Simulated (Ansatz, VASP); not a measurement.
## Sn: VASP beside Ansatz

File INCAR:

```
PREC     = Accurate       # precision mode
ENCUT    = 520            # plane-wave cutoff, eV
EDIFF    = 1E-6           # SCF threshold, eV
ISMEAR   = -1             # smearing method
SIGMA    = 0.1            # smearing width, eV
LREAL    = F              # projectors in reciprocal space
LASPH    = T              # aspherical terms in the spheres
NELM     = 100            # most SCF steps
ALGO     = Normal         # electronic algorithm
ISIF     = 2              # what is computed and relaxed
LWAVE    = F              # write WAVECAR
LCHARG   = F              # write CHGCAR
GGA      = PS             # functional
NBANDS   = 13             # bands
```

Contents of KPOINTS:

```
regular mesh
0
Gamma
  8 8 8
```

Contents of POSCAR:

```
Sn
1.0
   -1.6800906262      1.7352070644      2.2733732264
    1.6800906262     -1.7352070644      2.2733732264
    1.6800906262      1.7352070644     -2.2733732264
Sn
1
Direct
    0.0033238040     -0.0009931105     -0.0019548735
```

Input for Ansatz:

```yaml
crystal:
  lattice:
    - [-1.6800906262051547, 1.7352070644263815, 2.2733732264462914]
    - [1.6800906262051547, -1.7352070644263815, 2.27337322644629]
    - [1.6800906262051547, 1.7352070644263813, -2.273373226446291]
  atoms:
    - { symbol: Sn, position: [0.0033238040347604966, -0.0009931105435183414, -0.001954873461785581] }
kpoints:
  mp_grid:
    grid: [8, 8, 8]
hamiltonian:
  xc: pbesol
  pseudopotentials:
    kind: paw
scf:
  occupations:
    method: fermi_dirac
output:
  forces: true
  stress: true
```

Alike in both runs: task single point; functional PBEsol; k mesh 8 × 8 × 8; no spin polarisation.

```csv
,VASP,Ansatz
version,VASP 6.6.1,Ansatz 0.2.0
potentials or method,"VASP PAW PBE potentials, release 64 (Sn_d)","plane waves, PAW"
plane-wave cutoff (eV),520,420
occupations,"fermi-dirac, width 0.1 eV",fermi-dirac
valence electrons in the cell,14,14
```

|  | VASP | Ansatz | Ansatz less VASP |
| --- | --- | --- | --- |
| pressure (GPa) | -0.2 | -0.1 | +0.06 |
| traceless stress, the component that is largest in VASP (GPa) | 0.81 | 0.81 | +0.001 |

VASP's potentials were made for PBE, not for PBEsol.
